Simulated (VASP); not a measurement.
Input of a VASP 6.6.1 run:

The input INCAR:

```
  PREC = Accurate
  ENCUT = 520
  EDIFF = 1E-6
  ISMEAR = -1
  SIGMA = 0.05
  LREAL = False
  LASPH = True
  NELM = 150
  ALGO = Normal
  ISIF = 2
  LWAVE = False
  LCHARG = True
  ISPIN = 2
  MAGMOM = 0 3
  LORBIT = 11
  LMAXMIX = 4
  GGA = PE
  LELF = True
  LVHAR = True
  NBANDS = 20
```

File KPOINTS:

```
Automatic mesh
0
Gamma
  12 12 6
```

The input POSCAR:

```
Co
1.0
    0.0000000000      1.7993500000      1.7993500000
    1.7993500000      0.0000000000      1.7993500000
    3.5987000000      3.5987000000      0.0000000000
Co
2
Direct
    0.0000000000      0.0000000000      0.0000000000
    0.0000000000      0.0000000000      0.5000000000
```

Potentials or basis: VASP PAW PBE potentials, release 64 (Co).

Run with:

```console
$ cat potpaw_PBE.64/Co/POTCAR > POTCAR
$ mpirun -np 1 vasp_std > vasp.out
```

Problem. What does it give for the net moment?

Solution. 3.43 μB per cell.

Problem. Estimate the pressure.

Solution. -11.7 GPa.

Problem. What does it give for the site moments?

Solution. Co +1.75 μB.

Caveat: the cell stands under tension.
